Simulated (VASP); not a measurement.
# Al2Cu (I4/mcm) in VASP: further runs, part 2 of 3

VASP 6.6.1.

### Step 3. Single point, PBEsol

File INCAR:

```
PREC = Accurate
ENCUT = 520
EDIFF = 1E-7
ISMEAR = 0
SIGMA = 0.15
LREAL = F
LASPH = T
NELM = 80
ALGO = Fast
ISIF = 2
LWAVE = F
LCHARG = F
GGA = PS
NBANDS = 26
```

File KPOINTS:

```
regular mesh
0
Gamma
  10 10 10
```

File POSCAR:

```
Al2Cu
1.0
   -2.9965086402      2.9965086402      2.4621000000
    2.9965086402     -2.9965086402      2.4621000000
    2.9965086402      2.9965086402     -2.4621000000
Al Cu
4 2
Direct
    0.1593210787      0.6593210787      0.8186421574
    0.6593210787      0.8406789213      0.5000000000
    0.8406789213      0.3406789213      0.1813578426
    0.3406789213      0.1593210787      0.5000000000
    0.7500000000      0.7500000000      0.0000000000
    0.2500000000      0.2500000000      0.0000000000
```

Potentials or basis: VASP PAW PBE potentials, release 64 (Al, Cu).

Launch:

```sh
cat potpaw_PBE.64/Al/POTCAR potpaw_PBE.64/Cu/POTCAR > POTCAR
mpirun -np 1 vasp_std > vasp.out
```

OUTCAR:

```text
PREC = Accurate
   ENCUT = 520
   EDIFF = 1E-7
   ISMEAR = 0
   LREAL = F
   LASPH = T
   NELM = 80
   ISIF = 2
   GGA = PS

 ion  position               nearest neighbor table
   1  0.159  0.659  0.819-   5 2.57   6 2.57   5 2.57   6 2.57   3 2.70   3 2.90   3 2.90   4 3.12
                             2 3.12   2 3.12   4 3.12   4 3.19   2 3.19   2 3.19   4 3.19
   2  0.659  0.841  0.500-   6 2.57   5 2.57   5 2.57   6 2.57   4 2.70   4 2.90   4 2.90   3 3.12
                             1 3.12   1 3.12   3 3.12   1 3.19   3 3.19   1 3.19   3 3.19
   3  0.841  0.341  0.181-   5 2.57   6 2.57   5 2.57   6 2.57   1 2.70   1 2.90   1 2.90   2 3.12
                             4 3.12   4 3.12   2 3.12   4 3.19   2 3.19   4 3.19   2 3.19
   4  0.341  0.159  0.500-   5 2.57   6 2.57   6 2.57   5 2.57   2 2.70   2 2.90   2 2.90   3 3.12
                             1 3.12   1 3.12   3 3.12   1 3.19   3 3.19   3 3.19   1 3.19
   5  0.750  0.750  0.000-   6 2.46   6 2.46   4 2.57   2 2.57   4 2.57   2 2.57   1 2.57   3 2.57
                             3 2.57   1 2.57
   6  0.250  0.250  0.000-   5 2.46   5 2.46   2 2.57   4 2.57   2 2.57   4 2.57   3 2.57   1 2.57
                             1 2.57   3 2.57

  LATTYP: Found a body centered tetragonal cell.
 ALAT       =     5.9930172804
 C/A-ratio  =     0.8216562325

  Lattice vectors:

 A1 = (  -2.9965086402,   2.9965086402,   2.4621000000)
 A2 = (   2.9965086402,  -2.9965086402,   2.4621000000)
 A3 = (   2.9965086402,   2.9965086402,  -2.4621000000)

Analysis of symmetry for initial positions (statically):
=====================================================================
 Subroutine PRICEL returns:
 Original cell was already a primitive cell.

 Routine SETGRP: Setting up the symmetry group for a
 body centered tetragonal supercell.

 Subroutine GETGRP returns: Found 16 space group operations
 (whereof  8 operations were pure point group operations)
 out of a pool of 16 trial point group operations.

The static configuration has the point symmetry C_4h.
 The point group associated with its full space group is D_4h.

Analysis of symmetry for dynamics (positions and initial velocities):
=====================================================================
 Subroutine PRICEL returns:
 Original cell was already a primitive cell.

 Routine SETGRP: Setting up the symmetry group for a
 body centered tetragonal supercell.

 Subroutine GETGRP returns: Found 16 space group operations
 (whereof  8 operations were pure point group operations)
 out of a pool of 16 trial point group operations.

The dynamic configuration has the point symmetry C_4h.
 The point group associated with its full space group is D_4h.

 Subroutine INISYM returns: Found 16 space group operations
 (whereof  8 operations are pure point group operations),
 and found     1 'primitive' translations

----------------------------------------------------------------------------------------

                                     Primitive cell

  volume of cell :      88.4294

  direct lattice vectors                    reciprocal lattice vectors
    -2.996508640  2.996508640  2.462100000     0.000000000  0.166860857  0.203078673
     2.996508640 -2.996508640  2.462100000     0.166860857  0.000000000  0.203078673
     2.996508640  2.996508640 -2.462100000     0.166860857  0.166860857  0.000000000

  length of vectors
     4.901026879  4.901026879  4.901026879     0.262837389  0.262837389  0.235976887

  position of ions in fractional coordinates (direct lattice)
     0.159321079  0.659321079  0.818642157
     0.659321079  0.840678921  0.500000000
[... 46 lines left out ...]
  0.400000 -0.000000  0.000000      8.000000
  0.500000 -0.000000  0.000000      4.000000
[... 16 lines left out ...]
  0.300000  0.300000  0.000000      8.000000
  0.400000  0.300000  0.000000     16.000000
 [... further k-points ...]
   k-points           NKPTS =    102   k-points in BZ     NKDIM =    102   number of bands    NBANDS=     26
   number of dos      NEDOS =    301   number of ions     NIONS =      6
   total plane-waves  NPLWV =  46656
   dimension x,y,z NGX =    36 NGY =   36 NGZ =   36
   dimension x,y,z NGXF=    72 NGYF=   72 NGZF=   72
   ions per type =               4   2
   NGX,Y,Z   is equivalent  to a cutoff of  12.21, 12.21, 12.21 a.u.
   NGXF,Y,Z  is equivalent  to a cutoff of  24.42, 24.42, 24.42 a.u.
 SYSTEM =  unknown system
   PREC   = accura    normal or accurate (medium, high low for compatibility)
   ISTART =      0    job   : 0-new  1-cont  2-samecut
   ICHARG =      2    charge: 1-file 2-atom 10-const
   ISPIN  =      1    spin polarized calculation?
   LNONCOLLINEAR =      F non collinear calculations
   LSORBIT =      F    spin-orbit coupling
   LASPH  =      T    aspherical Exc in radial PAW
   ENCUT  =  520.0 eV  38.22 Ry    6.18 a.u.   9.11  9.11  9.11*2*pi/ulx,y,z
   NELM   =     80;   NELMIN=  2; NELMDL= -5     # of ELM steps
   EDIFF  = 0.1E-06   stopping-criterion for ELM
   LREAL  =      F    real-space projection
   EDIFFG = 0.1E-05   stopping-criterion for IOM
   NSW    =      0    number of steps for IOM
   IBRION =     -1    ionic relax: 0-MD 1-quasi-New 2-CG
   NFREE  =      0    steps in history (QN), initial steepest desc. (CG)
   ISIF   =      2    stress and relaxation
   ISYM   =      2    0-nonsym 1-usesym 2-fastsym
   POTIM  = 0.5000    time-step for ionic-motion
   TEBEG  =    0.0;   TEEND  =   0.0 temperature during run
   PSTRESS=    0.0 pullay stress
   NELECT =      34.0000    total number of electrons
   NUPDOWN=      -1.0000    fix difference up-down
   EMIN   =  10.00;   EMAX   =-10.00  energy-range for DOS
   EFERMI =   0.00;   METHOD = LEGACY
   ISMEAR =     0;   SIGMA  =   0.15  broadening in eV -4-tet -1-fermi 0-gaus
   EFERMI_NEDOS =   21; number of points for ismear=-14 and -15
   IALGO  =     68    algorithm
   IMIX   =      4    mixing-type and parameters
     AMIX     =   0.40;   BMIX     =  1.00
     AMIX_MAG =   1.60;   BMIX_MAG =  1.00
  volume/ion in A,a.u.               =      14.74        99.46
  Fermi-wavevector in a.u.,A,eV,Ry     =   1.190425  2.249578 19.280991  1.417113
  Thomas-Fermi vector in A             =   2.326510
   LORBIT       =      0    0 simple, 1 ext, 2 COOP (PROOUT), +10 PAW based schemes
   GGA     = PS    functional components
   LHFCALC =     F    Hartree Fock is set to
   AEXX    =    0.0000 exact exchange contribution
   IVDW    =     0    specifies the selected vdW correction
   LEPSILON=     F    determine dielectric tensor
   LRPA    =     F    only Hartree local field effects (RPA)
 non-spin polarized calculation
 RMM-DIIS sequential band-by-band and
 Gauss-broadening in eV      SIGMA  =   0.15
  energy-cutoff  :      520.00
  volume of cell :       88.43
 maximum number of plane-waves:      2404
   NGX = 19   NGY = 19   NGZ = 19

 number of electron      33.9999974 magnetization

 Free energy of the ion-electron system (eV)
  ---------------------------------------------------
  ext. energy  EPLUGINS =         0.00000000
  ---------------------------------------------------
  free energy    TOTEN  =       -26.00602550 eV

  energy without entropy =      -25.98544280  energy(sigma->0) =      -25.99573415

 E-fermi :   7.9706     XC(G=0): -10.9946

 val. band max:        7.9667140539   @ k =  -0.2000  -0.2000   0.2000
 cond. band min:       7.9737533687   @ k =   0.4000   0.4000   0.0000
 fundamental gap:      0.0070393149
 Fermi energy:         7.9706007546

 k-point     1 :       0.0000    0.0000    0.0000
  band No.  band energies     occupation
      1      -2.8202      2.00000
      2       2.6645      2.00000
      3       2.8282      2.00000
      4       2.8283      2.00000
      5       2.9122      2.00000
      6       3.7702      2.00000
[... 685 lines left out ...]
     25      15.1011      0.00000
     26      15.2548      0.00000

 [... further k-points ...]
[... 5 lines left out ...]
  --------------------------------------------------------------------------------------
  -------------------------------------------------------------------------------------
  Total       -0.4562309     -0.4562309     -1.8819653      0.0000000      0.0000000      0.0000000
  in kB       -8.2660598     -8.2660598    -34.0977278      0.0000000      0.0000000      0.0000000
  external PRESSURE =     -16.8766158 kB  Pullay stress =       0.0000000 kB

 VOLUME and BASIS-vectors are now :
 -----------------------------------------------------------------------------
  energy-cutoff  :      520.00
  volume of cell :       88.43
      direct lattice vectors                 reciprocal lattice vectors
    -2.996508640  2.996508640  2.462100000     0.000000000  0.166860857  0.203078673
     2.996508640 -2.996508640  2.462100000     0.166860857  0.000000000  0.203078673
     2.996508640  2.996508640 -2.462100000     0.166860857  0.166860857  0.000000000

 POSITION                                       TOTAL-FORCE (eV/Angst)
 -----------------------------------------------------------------------------------
      3.95132      0.95481      0.00000         0.044922      0.044922      0.000000
      2.04169      0.95481      2.46210        -0.044922      0.044922     -0.000000
     -0.95481      2.04169      2.46210        -0.044922     -0.044922     -0.000000
      0.95481      2.04169      0.00000         0.044922     -0.044922     -0.000000
      0.00000      0.00000      3.69315         0.000000     -0.000000     -0.000000
      0.00000      0.00000      1.23105         0.000000      0.000000     -0.000000
 -----------------------------------------------------------------------------------
    total drift:                                0.000000      0.000000      0.000000

  FREE ENERGIE OF THE ION-ELECTRON SYSTEM (eV)
  ---------------------------------------------------
  free  energy   TOTEN  =       -26.0060255024 eV

  energy  without entropy=      -25.9854427955  energy(sigma->0) =      -25.99573415
```

OSZICAR:

```text
N       E                     dE             d eps       ncg     rms          rms(c)
DAV:   1     0.183778223939E+03    0.18378E+03   -0.13631E+04  5304   0.146E+03
DAV:   2    -0.189214455401E+02   -0.20270E+03   -0.19027E+03  5312   0.287E+02
DAV:   3    -0.309021510304E+02   -0.11981E+02   -0.11226E+02  6800   0.898E+01
[... 11 lines left out ...]
RMM:  15    -0.260060250243E+02   -0.87469E-05   -0.10067E-04  8121   0.672E-02    0.107E-02
RMM:  16    -0.260060261329E+02   -0.11087E-05   -0.94778E-06  7272   0.181E-02    0.148E-02
RMM:  17    -0.260060276162E+02   -0.14832E-05   -0.19822E-06  6943   0.143E-02    0.232E-02
RMM:  18    -0.260060255060E+02    0.21102E-05   -0.19304E-06  6429   0.103E-02    0.249E-02
RMM:  19    -0.260060255024E+02    0.35852E-08   -0.62299E-07  6188   0.748E-03
   1 F= -.26006026E+02 E0= -.25995734E+02  d E =-.205827E-01
```

stdout:

```text
POSCAR found type information on POSCAR AlCu
 POSCAR found :  2 types and       6 ions
 scaLAPACK will be used
 -----------------------------------------------------------------------------
|                                                                             |
|                                                                             |
|     You enforced a specific xc type in the INCAR file but a different       |
|     I HOPE YOU KNOW WHAT YOU ARE DOING!                                     |
|                                                                             |
 -----------------------------------------------------------------------------

 LDA part: xc-table for (Slater+PW92), standard interpolation
 POSCAR, INCAR and KPOINTS ok, starting setup
 FFT: planning ... GRIDC
 FFT: planning ... GRID_SOFT
 FFT: planning ... GRID
 WAVECAR not read
 entering main loop
```

It took 4.5 min on 1 thread of Intel Xeon Platinum 8259CL at 2.50GHz (Skylake/Cascade Lake), shared host; peak memory 0.34 GiB.

What came out:

```
Free energy            : -26.0060 eV
Pressure               : -1.7 GPa
Largest force          : 0.064 eV/Å
Band gap on the k mesh : zero (bands 17 and 18 overlap by 4.17 eV)
```

Forces in eV/Å, atoms in the order of the input:
```
Al   0.045  0.045  0.000
Al  -0.045  0.045  0.000
Al  -0.045 -0.045  0.000
Al   0.045 -0.045  0.000
Cu   0.000  0.000  0.000
Cu   0.000  0.000  0.000
```

Caveat: the PAW data sets were made with another functional, which shifts forces and pressure a little.

### Step 4. Single point, PBEsol

File INCAR:

```
SYSTEM = Al2Cu
PREC     = Accurate       ! precision mode
ENCUT    = 520            ! plane-wave cutoff, eV
EDIFF    = 1E-7           ! SCF threshold, eV
ISMEAR   = 0              ! smearing method
SIGMA    = 0.15           ! smearing width, eV
LREAL    = .False.        ! projectors in reciprocal space
LASPH    = .True.         ! aspherical terms in the spheres
NELM     = 80             ! most SCF steps
ALGO     = Fast           ! electronic algorithm
ISIF     = 2              ! what is computed and relaxed
LWAVE    = .False.        ! write WAVECAR
LCHARG   = .False.        ! write CHGCAR
GGA      = PS             ! functional
NBANDS   = 26             ! bands
```

File KPOINTS:

```
Automatic mesh
0
Gamma
  10 10 10
  0 0 0
```

POSCAR: that of step 3 with these lines changed.

```diff
@@ -2,5 +2,5 @@
 1.0
-   -2.9965086402      2.9965086402      2.4621000000
-    2.9965086402     -2.9965086402      2.4621000000
-    2.9965086402      2.9965086402     -2.4621000000
+   -3.0564500000      3.0564500000      2.3655500000
+    3.0564500000     -3.0564500000      2.3655500000
+    3.0564500000      3.0564500000     -2.3655500000
 Al Cu
```

Potentials or basis: VASP PAW PBE potentials, release 64 (Al, Cu).

Launch:

```sh
cat potpaw_PBE.64/Al/POTCAR potpaw_PBE.64/Cu/POTCAR > POTCAR
mpirun -np 1 vasp_std > vasp.out
```

OUTCAR:

```text
SYSTEM = Al2Cu
   PREC = Accurate
   ENCUT = 520
   EDIFF = 1E-7
   ISMEAR = 0
   LREAL = .False.
   LASPH = .True.
   NELM = 80
   ISIF = 2
   GGA = PS

 ion  position               nearest neighbor table
   1  0.159  0.659  0.819-   5 2.59   6 2.59   5 2.59   6 2.59   3 2.75   3 2.84   3 2.84   4 3.06
                             2 3.06   2 3.06   4 3.06   4 3.25   2 3.25   2 3.25   4 3.25
   2  0.659  0.841  0.500-   6 2.59   5 2.59   5 2.59   6 2.59   4 2.75   4 2.84   4 2.84   3 3.06
                             1 3.06   1 3.06   3 3.06   1 3.25   3 3.25   1 3.25   3 3.25
   3  0.841  0.341  0.181-   5 2.59   6 2.59   5 2.59   6 2.59   1 2.75   1 2.84   1 2.84   2 3.06
[... 915 lines left out ...]
  Total       -1.9696962     -1.9696962      1.1886398      0.0000000      0.0000000      0.0000000
  in kB      -35.7012241    -35.7012241     21.5443858      0.0000000      0.0000000      0.0000000
  external PRESSURE =     -16.6193542 kB  Pullay stress =       0.0000000 kB

 VOLUME and BASIS-vectors are now :
 -----------------------------------------------------------------------------
  energy-cutoff  :      520.00
  volume of cell :       88.39
      direct lattice vectors                 reciprocal lattice vectors
    -3.056450000  3.056450000  2.365550000     0.000000000  0.163588477  0.211367335
     3.056450000 -3.056450000  2.365550000     0.163588477  0.000000000  0.211367335
     3.056450000  3.056450000 -2.365550000     0.163588477  0.163588477  0.000000000

 POSITION                                       TOTAL-FORCE (eV/Angst)
 -----------------------------------------------------------------------------------
      4.03036      0.97391      0.00000        -0.069515     -0.069515     -0.000000
      2.08254      0.97391      2.36555         0.069515     -0.069515     -0.000000
     -0.97391      2.08254      2.36555         0.069515      0.069515      0.000000
      0.97391      2.08254      0.00000        -0.069515      0.069515     -0.000000
      0.00000      0.00000      3.54832         0.000000     -0.000000     -0.000000
      0.00000      0.00000      1.18277         0.000000      0.000000     -0.000000
 -----------------------------------------------------------------------------------
    total drift:                               -0.000000     -0.000000      0.000000

  FREE ENERGIE OF THE ION-ELECTRON SYSTEM (eV)
  ---------------------------------------------------
  free  energy   TOTEN  =       -25.9761955460 eV

  energy  without entropy=      -25.9554907839  energy(sigma->0) =      -25.96584316
```

It took 6.2 min on 1 thread of Intel Xeon Platinum 8259CL at 2.50GHz (Skylake/Cascade Lake), shared host; peak memory 0.37 GiB.

What came out:

```yaml
Free_energy: -25.9762 eV
Pressure: -1.7 GPa
Largest_force: 0.098 eV/Å
Band_gap_on_the_k_mesh: zero (bands 17 and 18 overlap by 4.70 eV)
```

Forces on the atoms (eV/Å):
```
Al  -0.070 -0.070  0.000
Al   0.070 -0.070  0.000
Al   0.070  0.070  0.000
Al  -0.070  0.070  0.000
Cu   0.000  0.000  0.000
Cu   0.000  0.000  0.000
```

Stress tensor (GPa, compression positive):
```
-3.57  0.00  0.00
 0.00 -3.57  0.00
 0.00  0.00  2.15
```

Caveat: the stress differs along the axes, from -4 to 2 GPa; the PAW data sets were made with another functional, which shifts forces and pressure a little.

[end of part 2 of 3]

The gap in the log of VASP goes by the Fermi energy; the results here count the filled bands.